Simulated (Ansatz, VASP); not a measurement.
## One calculation of Ga2O3, two programs

The input INCAR:

```
SYSTEM = Ga2O3
ALGO = Normal ; EDIFF = 1E-6
ENCUT = 600 ; GGA = PE
GGA_COMPAT = .False. ; ISIF = 2
ISMEAR = 0 ; IVDW = 12
LASPH = .True. ; LCHARG = .False.
LREAL = .False. ; LWAVE = .False.
NBANDS = 30 ; NELM = 120
PREC = Accurate ; SIGMA = 0.1
```

KPOINTS

```
k-points
0
Gamma
  6 6 4
  0 0 0
```

The input POSCAR:

```
Ga2O3
1.0
    2.9125689300      0.0000000000      0.0000000000
   -1.4562844600      2.5223586800      0.0000000000
    0.0000000000      0.0000000000      7.1674043400
Ga O
2 3
Direct
    0.3333333300      0.6666666700      0.8326200800
    0.6666666700      0.3333333300      0.1673799200
    0.6666666700      0.3333333300      0.6652401500
    0.0000000000      0.0000000000      0.0000000000
    0.3333333300      0.6666666700      0.3347598500
```

Input for Ansatz:

```yaml
crystal:
  lattice:
    - [2.91256893, 0.0, 0.0]
    - [-1.45628446, 2.52235868, 0.0]
    - [0.0, 0.0, 7.16740434]
  atoms:
    - { symbol: Ga, position: [0.33333333, 0.66666667, 0.83262008] }
    - { symbol: Ga, position: [0.66666667, 0.33333333, 0.16737992] }
    - { symbol: O, position: [0.66666667, 0.33333333, 0.66524015] }
    - { symbol: O, position: [0.0, 0.0, 0.0] }
    - { symbol: O, position: [0.33333333, 0.66666667, 0.33475985] }
basis:
  ecutwfc: 420
kpoints:
  mp_grid: { grid: [6, 6, 4] }
hamiltonian:
  xc: pbe
  dispersion: d3bj
scf:
  occupations: { method: gaussian, width: 0.1 }
  lower_state_search: "off"
output:
  forces: true
  stress: true
  eigenvalues: true
```

Alike in both runs: task single point; functional PBE; dispersion D3(BJ); k mesh 6 × 6 × 4; occupations gaussian, width 0.1 eV; no spin polarisation.

|  | VASP | Ansatz |
| --- | --- | --- |
| version | VASP 6.6.1 | Ansatz 0.2.0 |
| potentials or method | VASP PAW PBE potentials, release 64 (Ga_d, O), cutoff 600 eV | scalar-relativistic, plane waves, PAW |
| valence electrons in the cell | 44 | 44 |

Ansatz gave:

| Quantity | Value |
| --- | --- |
| gap on the k mesh at the Fermi level (eV) | 0.27 |
| least direct gap on the mesh (eV) | 0.27 |
| pressure (GPa) | 3.5 |
| traceless stress, the component that is largest in VASP (GPa) | -13.85 |
| rms of the force components (eV/Å) | 3.523 |

Problem. What did VASP give for the same quantities?

Solution. gap on the k mesh at the Fermi level (eV): 0.20; least direct gap on the mesh (eV): 0.20; pressure (GPa): 4.7; traceless stress, the component that is largest in VASP (GPa): -13.97; rms of the force components (eV/Å): 3.529.

Atom by atom the forces differ by 0.037 eV/Å (rms over components).
